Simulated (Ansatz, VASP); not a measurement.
## Be in VASP and in Ansatz

Contents of INCAR:

```
ALGO = Normal
EDIFF = 1E-6
ENCUT = 520
GGA = RE
ISIF = 2
ISMEAR = -1
LASPH = True
LCHARG = False
LREAL = False
LWAVE = False
NBANDS = 10
NELM = 100
PREC = Accurate
SIGMA = 0.1
```

Contents of KPOINTS:

```
k-points
0
Gamma
  11 11 16
```

Contents of POSCAR:

```
Be
1.0
    3.6421365689      0.0000000000      0.0000000000
   -1.8210682844      3.1541827928      0.0000000000
    0.0000000000      0.0000000000      2.2421554873
Be
3
Direct
    0.0000000000      0.0000000000      0.0000000000
    0.3333333333      0.6666666667      0.5000000000
    0.6666666667      0.3333333333      0.5000000000
```

Input for Ansatz:

```yaml
crystal:
  lattice:
    - [3.6421365689, 0.0, 0.0]
    - [-1.8210682844, 3.1541827928, 0.0]
    - [0.0, 0.0, 2.2421554873]
  atoms:
    - { symbol: Be, position: [0.0, 0.0, 0.0] }
    - { symbol: Be, position: [0.3333333333, 0.6666666667, 0.5] }
    - { symbol: Be, position: [0.6666666667, 0.3333333333, 0.5] }
hamiltonian:
  xc: revpbe
  pseudopotentials:
    kind: paw
    azcp:
      Be: "pseudopotentials/Be.paw.azcp"
basis:
  ecutwfc: 420
  fft_grid_basis: typed
kpoints:
  mp_grid: { grid: [11, 11, 16], shift: [0, 0, 0] }
magnetization:
  spin_polarized: false
scf:
  occupations: { method: fermi_dirac, width: 0.1 }
  lower_state_search: "off"
output:
  stress: true
  write_density: true
  write_potential: true
  elf: true
  volumetric_format: npy
```

Alike in both runs: task single point; functional revPBE; k mesh 11 × 11 × 16; occupations fermi-dirac, width 0.1 eV; no spin polarisation.

|  | VASP | Ansatz |
| --- | --- | --- |
| version | VASP 6.6.1 | Ansatz 0.2.0 |
| potentials or method | VASP PAW PBE potentials, release 64 (Be), cutoff 520 eV | plane waves (420 eV) with PAW, scalar-relativistic |
| valence electrons in the cell | 6 | 6 |

|  | VASP | Ansatz | Ansatz less VASP |
| --- | --- | --- | --- |
| pressure (GPa) | -4.0 | -4.0 | 0.00 |
| traceless stress, the component that is largest in VASP (GPa) | 1.29 | 1.32 | +0.032 |

VASP's potentials were made for PBE, not for revPBE.
